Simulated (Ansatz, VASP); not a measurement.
**Ir2O: VASP beside Ansatz**

```xyz
3
Lattice="4.2274 0.0000 0.0000 -2.1137 3.6610 0.0000 0.0000 0.0000 2.6778" Properties=species:S:1:pos:R:3 pbc="T T T"
Ir    0.0000    2.4407    0.0000
Ir    2.1137    1.2203    0.0000
O     0.0000    0.0000    0.0000
```

Alike in both runs: task relaxation of cell and atoms; functional PBE; k mesh 12 × 12 × 18; occupations gaussian, width 0.1 eV; no spin polarisation.

|  | VASP | Ansatz |
| --- | --- | --- |
| version | VASP 6.6.1 | Ansatz 0.2.0 |
| potentials or method | VASP PAW PBE potentials, release 64 (Ir, O), cutoff 600 eV | scalar-relativistic, plane waves, PAW |
| valence electrons in the cell | 24 | 40 |

VASP gave:

| Item | Value |
| --- | --- |
| gap on the k mesh at the Fermi level, each at its own relaxed structure (eV) | none |
| relaxed volume (Å³/atom) | 13.73 |
| relaxed cell length with the largest relative difference (Å) | 2.639 |

**Question.** What did Ansatz give for the same quantities?

**Answer.** gap on the k mesh at the Fermi level, each at its own relaxed structure (eV): none; relaxed volume (Å³/atom): 13.72; relaxed cell length with the largest relative difference (Å): 2.642.

A gap of «none» marks a metal or a gap that the smearing closes. VASP's potentials hold 24 valence electrons a cell and Ansatz's 40, so a difference there can come from the potentials and not from the codes.

Spin-orbit coupling is off throughout.
